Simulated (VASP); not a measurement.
# YN (Fm-3m) in VASP: single point with LDA

Aim: the single point of YN with LDA.

Program: VASP 6.6.1. These are calculated values, not measurements. Logs are shortened: lines on timing, memory, paths and dates and some standing lists are left out, and cuts for length are marked.

### 1 The cell of the first run

It takes space group Fm-3m (No. 225, cubic). The conventional cell has a = 4.877 Å, b = 4.877 Å, c = 4.877 Å, α = 90.00°, β = 90.00°, γ = 90.00°. Within 3.2 Å of Y (site symmetry m-3m) lie 6 N at 2.44 Å. N (site symmetry m-3m) has 6 Y at 2.44 Å within 3.2 Å.

### 2 Single point, LDA

INCAR

```
SYSTEM = YN
PREC = Accurate
ENCUT = 600
EDIFF = 1E-6
ISMEAR = -1
SIGMA = 0.0272
LREAL = .False.
LASPH = .True.
NELM = 120
ALGO = Normal
ISIF = 2
LWAVE = .False.
LCHARG = .False.
NBANDS = 15
GGA_COMPAT = .False.
```

KPOINTS

```
regular mesh
0
Gamma
  8 8 8
  0 0 0
```

POSCAR

```
YN
1.0
    0.0000000000      2.4385000000      2.4385000000
    2.4385000000      0.0000000000      2.4385000000
    2.4385000000      2.4385000000      0.0000000000
Y N
1 1
Direct
    0.0000000000      0.0000000000      0.0000000000
    0.5000000000      0.5000000000      0.5000000000
```

Potentials or basis: VASP PAW LDA potentials, release 64 (Y_sv, N).

Launch:

```
cat potpaw_LDA.64/Y_sv/POTCAR potpaw_LDA.64/N/POTCAR > POTCAR
mpirun -np 1 vasp_std > vasp.out
```

OUTCAR:

```text
SYSTEM = YN
   PREC = Accurate
   ENCUT = 600
   EDIFF = 1E-6
   ISMEAR = -1
   LREAL = .False.
   LASPH = .True.
   NELM = 120
   ISIF = 2

 ion  position               nearest neighbor table
   1  0.000  0.000  0.000-   2 2.44   2 2.44   2 2.44   2 2.44   2 2.44   2 2.44
   2  0.500  0.500  0.500-   1 2.44   1 2.44   1 2.44   1 2.44   1 2.44   1 2.44

  LATTYP: Found a face centered cubic cell.
 ALAT       =     4.8770000000

  Lattice vectors:

 A1 = (   0.0000000000,   2.4385000000,   2.4385000000)
 A2 = (   2.4385000000,   0.0000000000,   2.4385000000)
 A3 = (   2.4385000000,   2.4385000000,   0.0000000000)

Analysis of symmetry for initial positions (statically):
=====================================================================
 Subroutine PRICEL returns:
 Original cell was already a primitive cell.

 Routine SETGRP: Setting up the symmetry group for a
 face centered cubic supercell.

 Subroutine GETGRP returns: Found 48 space group operations
 (whereof 48 operations were pure point group operations)
 out of a pool of 48 trial point group operations.

The static configuration has the point symmetry O_h .

Analysis of symmetry for dynamics (positions and initial velocities):
=====================================================================
 Subroutine PRICEL returns:
 Original cell was already a primitive cell.

 Routine SETGRP: Setting up the symmetry group for a
 face centered cubic supercell.

 Subroutine GETGRP returns: Found 48 space group operations
 (whereof 48 operations were pure point group operations)
 out of a pool of 48 trial point group operations.

The dynamic configuration has the point symmetry O_h .

 Subroutine INISYM returns: Found 48 space group operations
 (whereof 48 operations are pure point group operations),
 and found     1 'primitive' translations

----------------------------------------------------------------------------------------

                                     Primitive cell

  volume of cell :      29.0000

  direct lattice vectors                    reciprocal lattice vectors
     0.000000000  2.438500000  2.438500000    -0.205044084  0.205044084  0.205044084
     2.438500000  0.000000000  2.438500000     0.205044084 -0.205044084  0.205044084
     2.438500000  2.438500000  0.000000000     0.205044084  0.205044084 -0.205044084

  length of vectors
     3.448559772  3.448559772  3.448559772     0.355146772  0.355146772  0.355146772

  position of ions in fractional coordinates (direct lattice)
     0.000000000  0.000000000  0.000000000
     0.500000000  0.500000000  0.500000000

  ion indices of the primitive-cell ions
   primitive index   ion index
                 1           1
                 2           2

----------------------------------------------------------------------------------------

 KPOINTS: regular mesh

Automatic generation of k-mesh.
 Grid dimensions read from file:
 generate k-points for:    8    8    8

 Generating k-lattice:

  Cartesian coordinates                     Fractional coordinates (reciprocal lattice)
    -0.025630511  0.025630511  0.025630511     0.125000000  0.000000000  0.000000000
     0.025630511 -0.025630511  0.025630511     0.000000000  0.125000000  0.000000000
     0.025630511  0.025630511 -0.025630511     0.000000000  0.000000000  0.125000000

  Length of vectors
     0.044393347  0.044393347  0.044393347

  Shift w.r.t. Gamma in fractional coordinates (k-lattice)
     0.000000000  0.000000000  0.000000000

 Subroutine IBZKPT returns following result:
 ===========================================

 Found     29 irreducible k-points:

 Following reciprocal coordinates:
            Coordinates               Weight
  0.000000  0.000000  0.000000      1.000000
  0.125000  0.000000  0.000000      8.000000
  0.250000  0.000000  0.000000      8.000000
  0.375000  0.000000  0.000000      8.000000
  0.500000  0.000000  0.000000      4.000000
  0.125000  0.125000  0.000000      6.000000
[... 16 lines left out ...]
  0.500000  0.250000  0.125000     48.000000
 -0.375000  0.250000  0.125000     24.000000
 [... further k-points ...]
   k-points           NKPTS =     29   k-points in BZ     NKDIM =     29   number of bands    NBANDS=     15
   number of dos      NEDOS =    301   number of ions     NIONS =      2
   total plane-waves  NPLWV =  21952
   dimension x,y,z NGX =    28 NGY =   28 NGZ =   28
   dimension x,y,z NGXF=    56 NGYF=   56 NGZF=   56
   ions per type =               1   1
   NGX,Y,Z   is equivalent  to a cutoff of  13.50, 13.50, 13.50 a.u.
   NGXF,Y,Z  is equivalent  to a cutoff of  27.00, 27.00, 27.00 a.u.
 SYSTEM =  YN
   PREC   = accura    normal or accurate (medium, high low for compatibility)
   ISTART =      0    job   : 0-new  1-cont  2-samecut
   ICHARG =      2    charge: 1-file 2-atom 10-const
   ISPIN  =      1    spin polarized calculation?
   LNONCOLLINEAR =      F non collinear calculations
   LSORBIT =      F    spin-orbit coupling
   LASPH  =      T    aspherical Exc in radial PAW
   ENCUT  =  600.0 eV  44.10 Ry    6.64 a.u.   6.89  6.89  6.89*2*pi/ulx,y,z
   NELM   =    120;   NELMIN=  2; NELMDL= -5     # of ELM steps
   EDIFF  = 0.1E-05   stopping-criterion for ELM
   LREAL  =      F    real-space projection
[... 7 lines left out ...]
   TEBEG  =    0.0;   TEEND  =   0.0 temperature during run
   PSTRESS=    0.0 pullay stress
   NELECT =      16.0000    total number of electrons
   NUPDOWN=      -1.0000    fix difference up-down
   EMIN   =  10.00;   EMAX   =-10.00  energy-range for DOS
   EFERMI =   0.00;   METHOD = LEGACY
   ISMEAR =    -1;   SIGMA  =   0.03  broadening in eV -4-tet -1-fermi 0-gaus
   EFERMI_NEDOS =   21; number of points for ismear=-14 and -15
   IALGO  =     38    algorithm
   IMIX   =      4    mixing-type and parameters
     AMIX     =   0.40;   BMIX     =  1.00
     AMIX_MAG =   1.60;   BMIX_MAG =  1.00
  volume/ion in A,a.u.               =      14.50        97.85
  Fermi-wavevector in a.u.,A,eV,Ry     =   1.342710  2.537353 24.529520  1.802869
  Thomas-Fermi vector in A             =   2.470842
   LORBIT       =      0    0 simple, 1 ext, 2 COOP (PROOUT), +10 PAW based schemes
   GGA     = CA    functional components
   LHFCALC =     F    Hartree Fock is set to
   AEXX    =    0.0000 exact exchange contribution
   IVDW    =     0    specifies the selected vdW correction
   LEPSILON=     F    determine dielectric tensor
   LRPA    =     F    only Hartree local field effects (RPA)
 non-spin polarized calculation
  energy-cutoff  :      600.00
  volume of cell :       29.00
 maximum number of plane-waves:       982
   NGX = 13   NGY = 13   NGZ = 13

 number of electron      16.0000001 magnetization

 Free energy of the ion-electron system (eV)
  ---------------------------------------------------
  ext. energy  EPLUGINS =         0.00000000
  ---------------------------------------------------
  free energy    TOTEN  =       -19.86780638 eV

  energy without entropy =      -19.86748272  energy(sigma->0) =      -19.86764455

 E-fermi :   4.0165     XC(G=0): -11.6226

 val. band max:        3.9796500056   @ k =   0.0000   0.0000   0.0000
 cond. band min:       4.0533515288   @ k =   0.5000   0.5000   0.0000
 fundamental gap:      0.0737015232
 Fermi energy:         4.0165037334

 k-point     1 :       0.0000    0.0000    0.0000
  band No.  band energies     occupation
      1     -36.5319      2.00000
      2     -16.2932      2.00000
      3     -16.2932      2.00000
      4     -16.2932      2.00000
      5      -8.7358      2.00000
      6       3.9796      1.58987
      7       3.9797      1.58986
      8       3.9797      1.58986
      9       7.0385      0.00000
     10       7.0385      0.00000
     11       7.0385      0.00000
     12       8.1897      0.00000
     13       9.0799      0.00000
     14       9.0799      0.00000
     15      14.7480      0.00000

 k-point     2 :       0.1250    0.0000    0.0000
  band No.  band energies     occupation
      1     -36.5134      2.00000
      2     -16.4923      2.00000
      3     -16.3064      2.00000
      4     -16.3064      2.00000
      5      -8.4548      2.00000
      6       3.0609      2.00000
      7       3.4675      2.00000
      8       3.4675      2.00000
      9       7.1615      0.00000
     10       7.4208      0.00000
     11       7.4208      0.00000
     12       9.0365      0.00000
     13       9.8570      0.00000
     14       9.8570      0.00000
     15      15.7468      0.00000

 k-point     3 :       0.2500    0.0000    0.0000
  band No.  band energies     occupation
      1     -36.4682      2.00000
      2     -16.9307      2.00000
      3     -16.3379      2.00000
      4     -16.3379      2.00000
      5      -7.7987      2.00000
      6       1.5143      2.00000
      7       2.5805      2.00000
      8       2.5805      2.00000
      9       7.5921      0.00000
     10       8.4020      0.00000
     11       8.4020      0.00000
     12      10.5568      0.00000
     13      11.5483      0.00000
     14      11.5483      0.00000
     15      17.6970      0.00000

 k-point     4 :       0.3750    0.0000    0.0000
  band No.  band energies     occupation
      1     -36.4226      2.00000
      2     -17.3240      2.00000
      3     -16.3689      2.00000
      4     -16.3689      2.00000
      5      -7.1453      2.00000
      6       0.2946      2.00000
      7       1.9231      2.00000
      8       1.9231      2.00000
      9       8.5998      0.00000
     10       9.6573      0.00000
     11       9.6573      0.00000
     12      11.2746      0.00000
     13      13.2945      0.00000
     14      13.2945      0.00000
     15      17.8171      0.00000
[... 307 lines left out ...]
 k-point    22 :       0.3750    0.2500    0.1250
  band No.  band energies     occupation
      1     -36.4348      2.00000
      2     -16.9970      2.00000
      3     -16.5358      2.00000
      4     -16.3935      2.00000
      5      -7.6834      2.00000
      6       1.1007      2.00000
      7       2.4943      2.00000
      8       2.9354      2.00000
      9       6.4405      0.00000
     10       9.5081      0.00000
     11       9.8437      0.00000
     12      10.2385      0.00000
     13      11.4431      0.00000
     14      13.7520      0.00000
     15      18.8006      0.00000

 k-point    23 :       0.5000    0.2500    0.1250
  band No.  band energies     occupation
      1     -36.3982      2.00000
      2     -17.1926      2.00000
      3     -16.6343      2.00000
      4     -16.4461      2.00000
      5      -7.4290      2.00000
      6       0.8424      2.00000
      7       2.0532      2.00000
      8       2.4728      2.00000
      9       7.2661      0.00000
     10       9.9413      0.00000
     11      10.3445      0.00000
     12      11.2248      0.00000
     13      13.1019      0.00000
     14      14.4964      0.00000
     15      17.0013      0.00000

 k-point    24 :      -0.3750    0.2500    0.1250
  band No.  band energies     occupation
      1     -36.3830      2.00000
      2     -17.2749      2.00000
      3     -16.6593      2.00000
      4     -16.4794      2.00000
      5      -7.3306      2.00000
      6       0.7304      2.00000
      7       2.0938      2.00000
      8       2.1059      2.00000
      9       8.4490      0.00000
     10       8.7708      0.00000
     11      10.8574      0.00000
     12      12.1269      0.00000
     13      13.6467      0.00000
     14      14.9146      0.00000
     15      16.4963      0.00000

 [... further k-points ...]
[... 5 lines left out ...]
  --------------------------------------------------------------------------------------
  -------------------------------------------------------------------------------------
  Total       -1.0492332     -1.0492332     -1.0492332     -0.0000000     -0.0000000      0.0000000
  in kB      -57.9674696    -57.9674696    -57.9674696     -0.0000000     -0.0000000      0.0000000
  external PRESSURE =     -57.9674696 kB  Pullay stress =       0.0000000 kB

 VOLUME and BASIS-vectors are now :
 -----------------------------------------------------------------------------
  energy-cutoff  :      600.00
  volume of cell :       29.00
      direct lattice vectors                 reciprocal lattice vectors
     0.000000000  2.438500000  2.438500000    -0.205044084  0.205044084  0.205044084
     2.438500000  0.000000000  2.438500000     0.205044084 -0.205044084  0.205044084
     2.438500000  2.438500000  0.000000000     0.205044084  0.205044084 -0.205044084

 POSITION                                       TOTAL-FORCE (eV/Angst)
 -----------------------------------------------------------------------------------
      0.00000      0.00000      0.00000        -0.000000      0.000000     -0.000000
      2.43850      2.43850      2.43850         0.000000     -0.000000      0.000000
 -----------------------------------------------------------------------------------
    total drift:                                0.000000      0.000000      0.000000

  FREE ENERGIE OF THE ION-ELECTRON SYSTEM (eV)
  ---------------------------------------------------
  free  energy   TOTEN  =       -19.8678063754 eV

  energy  without entropy=      -19.8674827194  energy(sigma->0) =      -19.86764455
```

It took 11 s on 1 thread of AMD EPYC 7R13 (Zen 3), shared host; peak memory 0.14 GiB.

What came out:

| Item | Value |
| --- | --- |
| Free energy | -19.8678 eV |
| Pressure | -5.8 GPa |
| Band gap on the k mesh | 0.07 eV, indirect (least direct gap 0.45 eV) |
